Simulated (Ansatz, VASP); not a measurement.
# H9O4F: VASP beside Ansatz

```
CELL_PARAMETERS angstrom
5.36011 0.00000 0.00000
0.00000 5.36011 0.00000
0.00000 0.00000 5.36011
ATOMIC_POSITIONS crystal
O 0.09846 0.17860 0.18360
O 0.84482 0.25024 0.78401
O 0.57464 0.68646 0.71127
O 0.47849 0.92348 0.11510
H 0.00128 0.21992 0.02419
H 0.25707 0.06702 0.14182
H 0.78720 0.09204 0.71251
H 0.98393 0.32217 0.66918
H 0.42968 0.63690 0.60684
H 0.66125 0.52514 0.74523
H 0.62901 0.02651 0.12859
H 0.50429 0.82246 0.95503
H 0.13883 0.31775 0.33551
F 0.17662 0.43785 0.52362
```

Alike in both runs: functional LDA; k mesh 1 × 1 × 1; occupations fermi-dirac, width 0.05 eV; no spin polarisation.

Ansatz relaxed the structure, and its values are those at the end. VASP's run is a single point on that final structure, the one shown.

|  | VASP | Ansatz |
| --- | --- | --- |
| version | VASP 6.6.1 | Ansatz 0.2.0 |
| potentials or method | VASP PAW LDA potentials, release 64 (O_h, H_h, F_h), cutoff 1010 eV | scalar-relativistic, plane waves, PAW |
| valence electrons in the cell | 40 | 40 |

VASP gave:

- rms of the force components (eV/Å): 0.115

Q: Estimate Ansatz's values.

A: rms of the force components (eV/Å): 0.124.

LDA's correlation is that of Perdew and Zunger in VASP and of Perdew and Wang (1992) in Ansatz.
